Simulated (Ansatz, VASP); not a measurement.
## One calculation of Rb, two programs

```
Rb
1.0
    -2.84747    2.84747    2.65015
     2.84747   -2.84747    2.65015
     2.84747    2.84747   -2.65015
Rb
1
Cartesian
  0.0000 0.0000 0.0000
```

Alike in both runs: functional PBE; dispersion D3(BJ); k mesh 12 × 12 × 12; occupations gaussian, width 0.1 eV; no spin polarisation.

Ansatz relaxed the structure, and its values are those at the end. VASP's run is a single point on that final structure, the one shown.

|  | VASP | Ansatz |
| --- | --- | --- |
| version | VASP 6.6.1 | Ansatz 0.2.0 |
| potentials or method | VASP PAW PBE potentials, release 64 (Rb_sv), cutoff 520 eV | scalar-relativistic, plane waves, PAW |
| valence electrons in the cell | 9 | 9 |

|  | VASP | Ansatz | Ansatz less VASP |
| --- | --- | --- | --- |
| gap on the k mesh at the Fermi level (eV) | none | none | - |
| pressure (GPa) | 0.0 | 0.0 | 0.00 |

A gap of «none» marks a metal or a gap that the smearing closes.
